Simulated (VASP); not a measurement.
Set up this calculation in VASP 6.6.1, as the native input.

| Property | Result |
| --- | --- |
| Task | single point |
| Functional | PBEsol |
| Potentials or basis | VASP PAW PBE potentials, release 64 (Ag, Br) |
| Cutoff | 500 eV |
| k mesh | 8 × 8 × 8 |
| Occupations | gaussian, width 0.01 eV |
| Spin | no spin polarisation |
| Dipole correction | no |
| Further INCAR settings | ALGO = Normal; EDIFF = 1e-06; NBANDS = 16 |

The structure of AgBr lies in POSCAR:

```
AgBr
1.0
    0.0000000000      2.8202204415      2.8202204415
    2.8202204415      0.0000000000      2.8202204415
    2.8202204415      2.8202204415      0.0000000000
Ag Br
1 1
Direct
    0.0000000000      0.0000000000      0.0000000000
    0.5000000000      0.5000000000      0.5000000000
```

These files were run (other wordings do the same):

INCAR

```
SYSTEM = AgBr
  ALGO = Normal
  EDIFF = 1E-6
  ENCUT = 500
  GGA = PS
  GGA_COMPAT = .False.
  ISIF = 2
  ISMEAR = 0
  LASPH = .True.
  LCHARG = .False.
  LREAL = .False.
  LWAVE = .False.
  NBANDS = 16
  NELM = 120
  PREC = Accurate
  SIGMA = 0.01
```

KPOINTS

```
k-points
0
Gamma
  8 8 8
  0 0 0
```

Potentials or basis: VASP PAW PBE potentials, release 64 (Ag, Br).

Run with:

```sh
$ cat potpaw_PBE.64/Ag/POTCAR potpaw_PBE.64/Br/POTCAR > POTCAR
$ mpirun -np 1 vasp_std > vasp.out
```

Results of the run:

- Pressure: 1.0 GPa
- Band gap on the k mesh: 0.50 eV, indirect (least direct gap 2.64 eV)

Caveat: the PAW data sets were made with another functional, which shifts forces and pressure a little.

Wall time 36 s on 1 thread of Intel Xeon 8259CL (shared host), peak memory 0.17 GiB.
